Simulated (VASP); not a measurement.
Here is a VASP 6.6.1 calculation.

File INCAR:

```
PREC = Accurate
ENCUT = 520
EDIFF = 1E-6
ISMEAR = 0
SIGMA = 0.01
LREAL = F
LASPH = T
NELM = 100
ALGO = Normal
ISIF = 2
LWAVE = F
LCHARG = T
GGA = PE
LELF = T
LVHAR = T
NBANDS = 24
```

Contents of KPOINTS:

```
regular mesh
0
Gamma
  12 12 4
```

POSCAR

```
CsTaS2
1.0
    3.5423835622      0.0000000000      0.0000000000
   -1.7711917811      3.0677941548      0.0000000000
    0.0000000000      0.0000000000      8.2684810333
Cs Ta S
1 1 2
Direct
    0.3333333333      0.6666666667      0.5000000000
    0.6666666667      0.3333333333      0.0000000000
    0.0000000000      0.0000000000      0.1817698639
    0.0000000000      0.0000000000      0.8182301361
```

Potentials or basis: VASP PAW PBE potentials, release 64 (Cs_sv, Ta_pv, S).

The run is started by

```sh
$ cat potpaw_PBE.64/Cs_sv/POTCAR potpaw_PBE.64/Ta_pv/POTCAR potpaw_PBE.64/S/POTCAR > POTCAR
$ mpirun -np 1 vasp_std > vasp.out
```

(1) Estimate the band gap on the k mesh.

(2) Predict the largest force.

Results:

(1) 0.12 eV, indirect (least direct gap 0.62 eV).

(2) 0.021 eV/Å.

Caveat: spin-orbit coupling is left out, which moves the levels of the heavy elements.
